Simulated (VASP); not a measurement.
Here is a VASP 6.6.1 calculation.

File INCAR:

```
  PREC = Accurate
  ENCUT = 520
  EDIFF = 1E-6
  ISMEAR = -1
  SIGMA = 0.05
  LREAL = False
  LASPH = True
  NELM = 60
  ALGO = Normal
  ISIF = 2
  LWAVE = False
  LCHARG = True
  GGA = PS
  LELF = True
  LVHAR = True
  NBANDS = 7
```

The input KPOINTS:

```
regular mesh
0
Gamma
  29 29 29
```

Contents of POSCAR:

```
Be
1.0
   -0.9291500440      0.9291500440      0.9291500440
    0.9291500440     -0.9291500440      0.9291500440
    0.9291500440      0.9291500440     -0.9291500440
Be
1
Direct
    0.0000000000      0.0000000000      0.0000000000
```

Potentials or basis: VASP PAW PBE potentials, release 64 (Be).

Command:

```sh
$ cat potpaw_PBE.64/Be/POTCAR > POTCAR
$ mpirun -np 1 vasp_std > vasp.out
```

(1) What does it give for the band gap on the k mesh?

(2) Predict the pressure.

## Answers

(1) zero (band 1 reaches 25.75 eV, above the bottom of band 2 at 15.61 eV).

(2) 477.6 GPa.

Caveat: the PAW data sets were made with another functional, which shifts forces and pressure a little.
